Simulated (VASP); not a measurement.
# LiBr: single point with PBE

The system is LiBr.

```
CELL_PARAMETERS angstrom
0.00000 2.72757 2.72757
2.72757 0.00000 2.72757
2.72757 2.72757 0.00000
ATOMIC_POSITIONS crystal
Li 0.00000 0.00000 0.00000
Br 0.50000 0.50000 0.50000
```

This cell differs from its parent crystal: volume scaled by 0.97.

* Program: VASP 6.6.1
* Task: single point
* Functional: PBE
* Potentials or basis: VASP PAW PBE potentials, release 64 (Li_sv, Br)
* Cutoff: 750 eV
* k mesh: 8 × 8 × 8
* Occupations: gaussian, width 0.02 eV
* Spin: no spin polarisation

* Pressure: 0.8 GPa
* Band gap on the k mesh: 5.05 eV, direct

Levels at points of the mesh, in eV from the valence-band top:
```tsv
k point	band 3	band 4	band 5	band 6	band 7	band 8
(0.00, 0.00, 0.00)	0.00	0.00	0.00	5.05	10.52	10.52
(0.50, 0.00, 0.00)	-2.98	-0.27	-0.27	5.64	8.11	8.11
(0.50, 0.50, 0.00)	-3.00	-1.19	-1.19	6.28	7.07	11.83
```

Wall time 21 s on 1 thread of Intel(R) Xeon(R) Platinum 8375C CPU @ 2.90GHz (Ice Lake) (shared host), peak memory 0.2 GiB.
